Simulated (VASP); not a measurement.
# Na2Nb (Fd-3m) in VASP: notebook, part 2 of 2

VASP 6.6.1.

### 4 Single point, PBE

This run uses another cell than the first one, of 21.81 Å³/atom.

The input, INCAR:

```
PREC = Accurate ; ENCUT = 520
EDIFF = 1E-6 ; ISMEAR = 0
SIGMA = 0.1 ; LREAL = F
LASPH = T ; NELM = 100
ALGO = Fast ; ISIF = 2
LWAVE = F ; LCHARG = F
GGA = PE ; NBANDS = 36
```

The input, KPOINTS:

```
Automatic mesh
0
Gamma
  8 8 8
```

The input, POSCAR:

```
Na2Nb
1.0
    0.0000000000      4.0297044501      4.0297044501
    4.0297044501      0.0000000000      4.0297044501
    4.0297044501      4.0297044501      0.0000000000
Na Nb
4 2
Direct
    0.1250000000      0.1250000000      0.1250000000
    0.6250000000      0.1250000000      0.1250000000
    0.1250000000      0.1250000000      0.6250000000
    0.1250000000      0.6250000000      0.1250000000
    0.5000000000      0.5000000000      0.5000000000
    0.7500000000      0.7500000000      0.7500000000
```

Started as:

```bash
cat potpaw_PBE.64/Na_pv/POTCAR potpaw_PBE.64/Nb_sv/POTCAR > POTCAR
mpirun -np 1 vasp_std > vasp.out
```

Run time: 2.5 min. Hardware: 1 thread of Intel Xeon 6975P-C (Granite Rapids), shared host; peak memory 0.31 GiB.

Results (log left out):

* Free energy: -18.5939 eV
* Pressure: 0.0 GPa
* Band gap on the k mesh: zero (bands 27 and 28 overlap by 0.45 eV)

Levels at points of the mesh, in eV from the Fermi level:
```
           k point  band 25  band 26  band 27  band 28  band 29  band 30
(0.00, 0.00, 0.00)    -0.48    -0.48     0.00     0.00     0.00     1.68
(0.50, 0.00, 0.00)    -0.60    -0.30    -0.30     0.63     0.63     1.07
(0.50, 0.50, 0.00)    -0.20    -0.20     0.37     0.37     0.45     0.45
```

### 5 Relaxation of cell and atoms, PBE

The input, INCAR:

```
SYSTEM = Na2Nb
PREC = Accurate
ENCUT = 600
EDIFF = 1E-7
ISMEAR = 0
SIGMA = 0.1
LREAL = .False.
LASPH = .True.
NELM = 100
ALGO = Normal
ISIF = 3
LWAVE = .False.
LCHARG = .False.
GGA = PE
IBRION = 2
NSW = 90
EDIFFG = -0.04
```

The input, KPOINTS:

```
Automatic mesh
0
Gamma
  4 4 4
  0 0 0
```

The input, POSCAR:

```
Na2Nb
1.0
    0.0000000000      3.8662135875      3.8662135875
    3.8662135875      0.0000000000      3.8662135875
    3.8662135875      3.8662135875      0.0000000000
Na Nb
4 2
Direct
    0.6250000000      0.6250000000      0.6250000000
    0.1250000000      0.6250000000      0.6250000000
    0.6250000000      0.6250000000      0.1250000000
    0.6250000000      0.1250000000      0.6250000000
    0.0000000000      0.0000000000      0.0000000000
    0.2500000000      0.2500000000      0.2500000000
```

Started as:

```bash
cat potpaw_PBE.64/Na_pv/POTCAR potpaw_PBE.64/Nb_sv/POTCAR > POTCAR
mpirun -np 1 vasp_std > vasp.out
```

Wall time 87 s (1 thread of Intel Xeon 6975P-C (Granite Rapids), shared host); peak memory 0.34 GiB.

It converged, with:

```
Free energy                           : -18.5876 eV
Relaxed volume                        : 21.87 Å³/atom
Relaxed cell                          : a = 5.704 Å, b = 5.704 Å, c = 5.704 Å, α = 60.00°, β = 60.00°, γ = 60.00°
Space group after relaxing (to 0.1 Å) : Fd-3m (No. 227)
Energy gained by relaxing             : 45.4 meV/atom
Ionic steps                           : 3
Pressure after relaxing               : -0.1 GPa
Band gap on the k mesh                : zero (bands 27 and 28 overlap by 0.46 eV)
```

The path:
```csv
step,energy change (eV),largest force (eV/Å),pressure (GPa),volume (Å³)
1,0.0000,0.0000,6.28,115.58
2,-0.2670,0.0000,0.73,128.67
3,-0.2723,0.0000,-0.05,131.23
```

Final structure:
```xyz
6
Lattice="0.0000 4.0334 4.0334 4.0334 0.0000 4.0334 4.0334 4.0334 0.0000" Properties=species:S:1:pos:R:3 pbc="T T T"
Na    5.0417    5.0417    5.0417
Na    5.0417    3.0250    3.0250
Na    3.0250    3.0250    5.0417
Na    3.0250    5.0417    3.0250
Nb    0.0000    0.0000    0.0000
Nb    2.0167    2.0167    2.0167
```

Levels at points of the mesh, in eV from the Fermi level:
```csv
k point,band 24,band 25,band 26,band 27,band 28,band 29,band 30,band 31
"(0.00, 0.00, 0.00)",-0.46,-0.46,-0.46,0.02,0.02,0.02,1.69,1.69
"(0.50, 0.00, 0.00)",-0.79,-0.59,-0.29,-0.29,0.64,0.64,1.08,1.22
"(0.50, 0.50, 0.00)",-1.39,-0.19,-0.19,0.38,0.38,0.46,0.46,1.33
```

### 6 Relaxation of cell and atoms, PBE

This run uses another cell than the first one, of 21.76 Å³/atom.

The input, INCAR:

```
PREC = Accurate
ENCUT = 600
EDIFF = 1E-6
ISMEAR = 0
SIGMA = 0.1
LREAL = F
LASPH = T
NELM = 100
ALGO = Fast
ISIF = 3
LWAVE = F
LCHARG = F
GGA = PE
IBRION = 2
NSW = 100
EDIFFG = -0.01
```

The input, KPOINTS:

```
Automatic mesh
0
Gamma
  8 8 8
```

The input, POSCAR:

```
Na2Nb
1.0
    0.0000000000      4.0267138283      4.0267138283
    4.0267138283      0.0000000000      4.0267138283
    4.0267138283      4.0267138283      0.0000000000
Na Nb
4 2
Direct
    0.1250000000      0.1250000000      0.1250000000
    0.6250000000      0.1250000000      0.1250000000
    0.1250000000      0.1250000000      0.6250000000
    0.1250000000      0.6250000000      0.1250000000
    0.5000000000      0.5000000000      0.5000000000
    0.7500000000      0.7500000000      0.7500000000
```

Potentials or basis: VASP PAW PBE potentials, release 64 (Na_pv, Nb_sv).

Started as:

```bash
cat potpaw_PBE.64/Na_pv/POTCAR potpaw_PBE.64/Nb_sv/POTCAR > POTCAR
mpirun -np 1 vasp_std > vasp.out
```

It took 4.9 min on 1 thread of Intel Xeon 6975P-C (Granite Rapids), shared host; peak memory 0.41 GiB.

Results (log left out):

| Property | Result |
| --- | --- |
| Free energy | -18.5933 eV |
| Relaxed volume | 21.81 Å³/atom |
| Relaxed cell | a = 5.698 Å, b = 5.698 Å, c = 5.698 Å, α = 60.00°, β = 60.00°, γ = 60.00° |
| Space group after relaxing (to 0.1 Å) | Fd-3m (No. 227) |
| Energy gained by relaxing | 0.0 meV/atom |
| Ionic steps | 2 |
| Pressure after relaxing | 0.0 GPa |
| Band gap on the k mesh | zero (bands 27 and 28 overlap by 0.45 eV) |

Final structure:
```
Na Nb
1.0
     0.00000    4.02930    4.02930
     4.02930    0.00000    4.02930
     4.02930    4.02930    0.00000
Na Nb
4 2
Direct
  0.12500 0.12500 0.12500
  0.62500 0.12500 0.12500
  0.12500 0.12500 0.62500
  0.12500 0.62500 0.12500
  0.50000 0.50000 0.50000
  0.75000 0.75000 0.75000
```

Levels at points of the mesh, in eV from the Fermi level:
```
           k point  band 25  band 26  band 27  band 28  band 29  band 30
(0.00, 0.00, 0.00)    -0.48    -0.48     0.00     0.00     0.00     1.68
(0.50, 0.00, 0.00)    -0.60    -0.30    -0.30     0.63     0.63     1.07
(0.50, 0.50, 0.00)    -0.20    -0.20     0.37     0.37     0.45     0.45
```

### 7 Overview

| task | cell | k mesh | cutoff (eV) | gap on the mesh (eV) | pressure (GPa) | relaxed volume (Å³/atom) |
| --- | --- | --- | --- | --- | --- | --- |
| single point | a = 5.468 Å, angles 60.0°, 6 atoms | 4 × 4 × 4 | 520 | none | 6.3 | - |
| single point | a = 5.695 Å, angles 60.0°, 6 atoms | 4 × 4 × 4 | 520 | none | 0.1 | - |
| single point | a = 5.699 Å, angles 60.0°, 6 atoms | 8 × 8 × 8 | 520 | none | 0.0 | - |
| relaxation of cell and atoms | relaxed from a = 5.468 Å, angles 60.0°, 6 atoms | 4 × 4 × 4 | 600 | none | -0.1 | 21.87 |
| relaxation of cell and atoms | relaxed from a = 5.695 Å, angles 60.0°, 6 atoms | 8 × 8 × 8 | 600 | none | 0.0 | 21.81 |

Alike in all rows: level PBE; potentials or basis VASP PAW PBE potentials, release 64 (Na_pv, Nb_sv); no spin polarisation; smearing gaussian 0.1 eV.

Caveats: the cell stands under pressure (at least some runs).

Absolute energies hang on the potentials; compare differences alone.
